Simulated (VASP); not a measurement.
**CdF2: single point with BLYP**

Crystal: CdF2.

```
CELL_PARAMETERS angstrom
0.00000 2.69400 2.69400
2.69400 0.00000 2.69400
2.69400 2.69400 0.00000
ATOMIC_POSITIONS crystal
Cd 0.00000 0.00000 0.00000
F 0.75000 0.75000 0.75000
F 0.25000 0.25000 0.25000
```

* Program: VASP 6.6.1
* Task: single point
* Functional: BLYP
* Potentials or basis: VASP PAW PBE potentials, release 64 (Cd, F)
* Cutoff: 520 eV
* k mesh: 9 × 9 × 9
* Occupations: fermi-dirac, width 0.05 eV
* Spin: no spin polarisation

```json
{"Pressure": "9.4 GPa", "Band gap on the k mesh": "3.17 eV, indirect (least direct gap 3.62 eV)"}
```

Levels at points of the mesh, in eV from the valence-band top:
```tsv
k point	band 11	band 12	band 13	band 14	band 15	band 16
(0.00, 0.00, 0.00)	-0.45	-0.45	-0.45	3.17	12.77	12.77
```

Run time: 17 s on 1 thread of Intel(R) Xeon(R) 6975P-C (Granite Rapids), on a shared host, peak memory 0.16 GiB.

Caveat: the PAW data sets were made with another functional, which shifts forces and pressure a little. A k mesh can miss the band edges.
